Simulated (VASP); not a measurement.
CdS: single point with LDA

The system is CdS.

```
CELL_PARAMETERS angstrom
0.00000 2.75324 2.75324
2.75324 0.00000 2.75324
2.75324 2.75324 0.00000
ATOMIC_POSITIONS crystal
Cd 0.06592 0.02640 0.92734
S 0.61650 0.42093 0.59139
```

```json
{
 "Program": "VASP 6.6.1",
 "Task": "single point",
 "Functional": "LDA",
 "Potentials or basis": "VASP PAW LDA potentials, release 64 (Cd, S)",
 "Cutoff": "500 eV",
 "k mesh": "2 × 2 × 2",
 "Occupations": "gaussian, width 0.1 eV",
 "Spin": "no spin polarisation",
 "Dipole correction": "no",
 "Further INCAR settings": "ALGO = Normal; EDIFF = 1e-06; NBANDS = 16"
}
```

| Property | Result |
| --- | --- |
| Pressure | 12.3 GPa |
| Largest force | 3.185 eV/Å |
| Band gap on the k mesh | 0.16 eV, indirect (least direct gap 0.73 eV) |

Forces on the atoms (eV/Å):
```
Cd  -0.541  3.097  0.512
S    0.541 -3.097 -0.512
```

Stress tensor (GPa, compression positive):
```
-0.11 -1.63 -0.72
-1.63 37.41  1.49
-0.72  1.49 -0.27
```

Levels at points of the mesh, in eV from the valence-band top:
| k point | band 6 | band 7 | band 8 | band 9 | band 10 | band 11 | band 12 | band 13 |
| --- | --- | --- | --- | --- | --- | --- | --- | --- |
| (0.00, 0.00, 0.00) | -8.18 | -0.45 | -0.23 | -0.15 | 0.58 | 7.45 | 7.61 | 8.63 |
| (0.50, 0.00, 0.00) | -8.11 | -5.27 | -0.55 | -0.47 | 3.48 | 5.67 | 6.11 | 7.21 |
| (0.00, 0.50, 0.00) | -8.04 | -5.10 | -0.54 | -0.23 | 3.36 | 5.64 | 6.06 | 7.01 |
| (0.00, 0.00, 0.50) | -8.05 | -4.82 | -0.31 | 0.00 | 3.13 | 5.44 | 5.85 | 6.66 |
| (0.50, 0.50, 0.50) | -8.03 | -5.08 | -0.53 | -0.22 | 3.35 | 5.64 | 6.05 | 6.99 |
| (0.50, 0.50, 0.00) | -7.16 | -4.36 | -2.17 | -1.54 | 0.17 | 4.62 | 9.47 | 11.37 |
| (0.00, 0.50, 0.50) | -7.16 | -4.36 | -2.17 | -1.54 | 0.16 | 4.62 | 9.47 | 11.37 |
| (0.50, 0.00, 0.50) | -7.26 | -4.88 | -2.18 | -2.02 | 0.31 | 5.50 | 10.16 | 10.90 |

Run time: 4.3 s on 1 thread of Intel(R) Xeon(R) 6975P-C (Granite Rapids), on a shared host, peak memory 0.13 GiB.

Caveat: the k points lie up to 0.99 Å⁻¹ apart; forces of over 1 eV/Å act on the atoms, so gaps and moduli don't describe the material at rest. A k mesh can miss the band edges.
